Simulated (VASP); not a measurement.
Wanted: the native input for a VASP 6.6.1 run.

* Task: single point
* Functional: HSE06
* Potentials or basis: VASP PAW PBE potentials, release 64 (Sr_sv, Te)
* Cutoff: 400 eV
* k mesh: 4 × 4 × 4
* Occupations: gaussian, width 0.01 eV
* Spin: no spin polarisation
* Dipole correction: no
* Grid for exact exchange (PRECFOCK): Normal
* Further INCAR settings: ALGO = Normal; EDIFF = 1e-06; NBANDS = 15
* Share of exact exchange: 0.25
* Screening parameter: 0.2079 1/Å

Crystal: SrTe.

```
Sr Te
1.0
     0.00000    3.35276    3.35276
     3.35276    0.00000    3.35276
     3.35276    3.35276    0.00000
Sr Te
1 1
Direct
  0.00000 0.00000 0.00000
  0.50000 0.50000 0.50000
```

The input as run:

POSCAR

```
SrTe
1.0
    0.0000000000      3.3527582055      3.3527582055
    3.3527582055      0.0000000000      3.3527582055
    3.3527582055      3.3527582055      0.0000000000
Sr Te
1 1
Direct
    0.0000000000      0.0000000000      0.0000000000
    0.5000000000      0.5000000000      0.5000000000
```

INCAR.step1

```
SYSTEM = SrTe
  PREC = Accurate
  ENCUT = 400
  EDIFF = 1E-5
  ISMEAR = 0
  SIGMA = 0.01
  LREAL = .FALSE.
  LASPH = .TRUE.
  NELM = 120
  ALGO = Normal
  ISIF = 2
  LWAVE = .TRUE.
  LCHARG = .FALSE.
  NBANDS = 15
  GGA = PE
  GGA_COMPAT = .FALSE.
```

INCAR.step2

```
SYSTEM = SrTe
  PREC = Accurate
  ENCUT = 400
  EDIFF = 1E-6
  ISMEAR = 0
  SIGMA = 0.01
  LREAL = .FALSE.
  LASPH = .TRUE.
  NELM = 120
  ALGO = Normal
  ISIF = 2
  LWAVE = .FALSE.
  LCHARG = .FALSE.
  GGA = PE
  LHFCALC = .TRUE.
  HFSCREEN = 0.2079
  PRECFOCK = Normal
  NBANDS = 15
  ISTART = 1
  GGA_COMPAT = .FALSE.
```

KPOINTS

```
Automatic mesh
0
G
  4 4 4
  0 0 0
```

Potentials or basis: VASP PAW PBE potentials, release 64 (Sr_sv, Te).

Launch:

```console
$ cat potpaw_PBE.64/Sr_sv/POTCAR potpaw_PBE.64/Te/POTCAR > POTCAR
$ cp INCAR.step1 INCAR
$ mpirun -np 1 vasp_std > vasp.out
$ cp INCAR.step2 INCAR
$ mpirun -np 1 vasp_std > vasp.out
```

Results of the run:

```
Pressure               : -0.2 GPa
Band gap on the k mesh : 2.49 eV (least direct gap 3.30 eV)
```

Caveat: the PAW data sets were made with another functional, which shifts forces and pressure a little; spin-orbit coupling is left out, which moves the levels of the heavy elements.

Wall time 4.1 min on 1 thread of Intel(R) Xeon(R) Platinum 8488C (Sapphire Rapids) (shared host), peak memory 0.28 GiB.
